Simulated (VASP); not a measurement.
# ZrC: single point with PBE

The system is ZrC.

```
Zr C
1.0
     0.00000    2.27970    2.35021
     2.27970    0.00000    2.35021
     2.27970    2.27970    0.00000
Zr C
1 1
Cartesian
  2.2797 2.2797 2.3502
  0.0000 0.0000 0.0000
```

This cell differs from its parent crystal: strain -0.030 along x and y, +0.000 along z.

```
Program                : VASP 6.6.1
Task                   : single point
Functional             : PBE
Potentials or basis    : VASP PAW PBE potentials, release 64 (Zr_sv, C)
Cutoff                 : 520 eV
k mesh                 : 18 × 18 × 18
Occupations            : gaussian, width 0.15 eV
Spin                   : no spin polarisation
Dipole correction      : no
Further INCAR settings : ALGO = Normal; EDIFF = 1e-06; NBANDS = 15
```

```
Pressure               : 17.5 GPa
Band gap on the k mesh : zero (bands 8 and 9 overlap by 1.43 eV)
```

Stress tensor (GPa, compression positive):
```
22.19  0.00  0.00
 0.00 22.19  0.00
 0.00  0.00  8.26
```

Levels at points of the mesh, in eV from the Fermi level:
| k point | band 5 | band 6 | band 7 | band 8 | band 9 | band 10 | band 11 | band 12 |
| --- | --- | --- | --- | --- | --- | --- | --- | --- |
| (0.00, 0.00, 0.00) | -11.54 | 0.81 | 0.88 | 0.99 | 0.99 | 1.21 | 1.21 | 2.73 |
| (0.50, 0.00, 0.00) | -8.14 | -5.56 | -3.20 | -3.14 | 4.71 | 4.93 | 5.72 | 6.77 |
| (0.50, 0.50, 0.00) | -10.44 | -2.20 | -1.95 | 0.22 | 0.22 | 4.75 | 6.08 | 6.08 |
| (0.50, 0.00, 0.50) | -10.43 | -2.00 | -1.84 | -0.03 | 0.15 | 4.74 | 5.91 | 6.28 |

Wall time 2.2 min on 1 thread of Intel(R) Xeon(R) Platinum 8259CL CPU @ 2.50GHz (Skylake/Cascade Lake) (shared host), peak memory 0.29 GiB.

Caveat: the cell differs from its parent crystal (strain -0.030 along x and y, +0.000 along z); the cell stands under pressure.
